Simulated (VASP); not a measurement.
C, 4 atoms in the cell. Symmetry: Fmmm, No. 69, orthorhombic system. Conventional cell: a = 2.466 Å, b = 4.276 Å, c = 7.538 Å, α = 90.00°, β = 90.00°, γ = 90.00°. C (site symmetry m2m) has 3 C at 1.42 to 1.43 Å within 1.9 Å. 

| Item | Value |
| --- | --- |
| Program | VASP 6.6.1 |
| Task | single point |
| Functional | PBE |
| Potentials or basis | VASP PAW PBE potentials, release 64 (C) |
| Cutoff | 520 eV |
| k mesh | 6 × 6 × 4 |
| Occupations | gaussian, width 0.1 eV |
| Spin | no spin polarisation |
| Dipole correction | no |
| Further INCAR settings | ALGO = Normal; EDIFF = 1e-06; NBANDS = 16 |

Potentials or basis: VASP PAW PBE potentials, release 64 (C).

Launch:

```bash
$ cat potpaw_PBE.64/C/POTCAR > POTCAR
$ mpirun -np 1 vasp_std > vasp.out
```

Hardware: 1 thread of Intel(R) Xeon(R) 6975P-C (Granite Rapids) (shared host).

Question: How long does it take, and how much memory?

Answer: Run time: 12 s on 1 thread of Intel(R) Xeon(R) 6975P-C (Granite Rapids) (shared host), peak memory 0.17 GiB. Counts: scf iterations 13, k points 39.
